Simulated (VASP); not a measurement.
**Mg5O4: single point with PBE**

Slab: Mg5O4, a slab with vacuum.

```
Mg O
1.0
     3.00792    0.00000    0.00000
    -1.50396    2.60494    0.00000
     0.00000    0.00000   24.82384
Mg O
5 4
Cartesian
  1.5040 0.8683 7.5000
  0.0000 1.7366 9.9560
  0.0000 0.0000 12.4119
  1.5040 0.8683 14.8679
  0.0000 1.7366 17.3238
  0.0000 0.0000 8.7280
  1.5040 0.8683 11.1839
  0.0000 1.7366 13.6399
  0.0000 0.0000 16.0959
```

```json
{"Program": "VASP 6.6.1", "Task": "single point", "Functional": "PBE", "Potentials or basis": "VASP PAW PBE potentials, release 64 (Mg, O)", "Cutoff": "520 eV", "k mesh": "9 × 9 × 1", "Occupations": "gaussian, width 0.05 eV", "Spin": "no spin polarisation"}
```

| Quantity | Value |
| --- | --- |
| Largest force | 0.475 eV/Å |
| Band gap on the k mesh | zero (band 17 reaches 3.31 eV, above the bottom of band 18 at -1.26 eV) |

Forces on the atoms (eV/Å):
```
Mg   0.000  0.000 -0.475
Mg   0.000  0.000  0.095
Mg   0.000  0.000  0.000
Mg   0.000  0.000 -0.095
Mg   0.000  0.000  0.475
O    0.000  0.000  0.404
O    0.000  0.000 -0.002
O    0.000  0.000  0.002
O    0.000  0.000 -0.404
```

Levels at points of the mesh, in eV from the Fermi level:
```tsv
k point	band 16	band 17	band 18	band 19	band 20	band 21
(0.00, 0.00, 0.00)	-4.13	-2.61	-2.41	1.01	1.89	2.68
```

Run time: 91 s on 1 thread of Intel(R) Xeon(R) Platinum 8375C CPU @ 2.90GHz (Ice Lake), on a shared host, peak memory 0.34 GiB.
